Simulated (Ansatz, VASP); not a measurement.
# Ni: VASP beside Ansatz

```
CELL_PARAMETERS angstrom
0.00000 1.68224 1.68224
1.68224 0.00000 1.68224
1.68224 1.68224 0.00000
ATOMIC_POSITIONS crystal
Ni 0.00000 0.00000 0.00000
```

Alike in both runs: task single point; functional PBEsol; k mesh 26 × 26 × 26; occupations fermi-dirac, width 0.1 eV; no spin polarisation.

|  | VASP | Ansatz |
| --- | --- | --- |
| version | VASP 6.6.1 | Ansatz 0.2.0 |
| potentials or method | VASP PAW PBE potentials, release 64 (Ni), cutoff 520 eV | plane waves (420 eV) with PAW, scalar-relativistic |
| valence electrons in the cell | 10 | 18 |

|  | VASP | Ansatz | Ansatz less VASP |
| --- | --- | --- | --- |
| pressure (GPa) | 23.5 | 23.8 | +0.36 |

VASP's potentials were made for PBE, not for PBEsol, and Ansatz warns of the same on its side. VASP's potentials hold 10 valence electrons a cell and Ansatz's 18, so a difference there can come from the potentials and not from the codes.
